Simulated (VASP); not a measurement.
Sr:

```xyz
1
Lattice="-2.3649 2.3649 2.3649 2.3649 -2.3649 2.3649 2.3649 2.3649 -2.3649" Properties=species:S:1:pos:R:3 pbc="T T T"
Sr    0.0000    0.0000    0.0000
```

| Property | Result |
| --- | --- |
| Program | VASP 6.6.1 |
| Task | relaxation of cell and atoms |
| Functional | PBEsol |
| Potentials or basis | VASP PAW PBE potentials, release 64 (Sr_sv) |
| Cutoff | 600 eV |
| k mesh | 12 × 12 × 12 |
| Occupations | gaussian, width 0.1 eV |
| Spin | no spin polarisation |

At the start: pressure -0.4 GPa; volume 52.90 Å³/atom.

Q: Where does the relaxation end?

A: Over 3 steps the energy falls by 2.7 meV/atom and the volume is 50.99 Å³/atom (-3.6 %); space group Im-3m (No. 229, to 0.05 Å).

The path:
```tsv
step	energy change (eV)	largest force (eV/Å)	pressure (GPa)	volume (Å³)
1	0.0000	0.0000	-0.44	52.90
2	-0.0022	0.0000	-0.20	51.80
3	-0.0027	0.0000	-0.01	50.99
```

Final structure:
```
CELL_PARAMETERS angstrom
-2.33606 2.33606 2.33606
2.33606 -2.33606 2.33606
2.33606 2.33606 -2.33606
ATOMIC_POSITIONS crystal
Sr 0.00000 0.00000 0.00000
```

Caveat: the PAW data sets were made with another functional, which shifts forces and pressure a little.
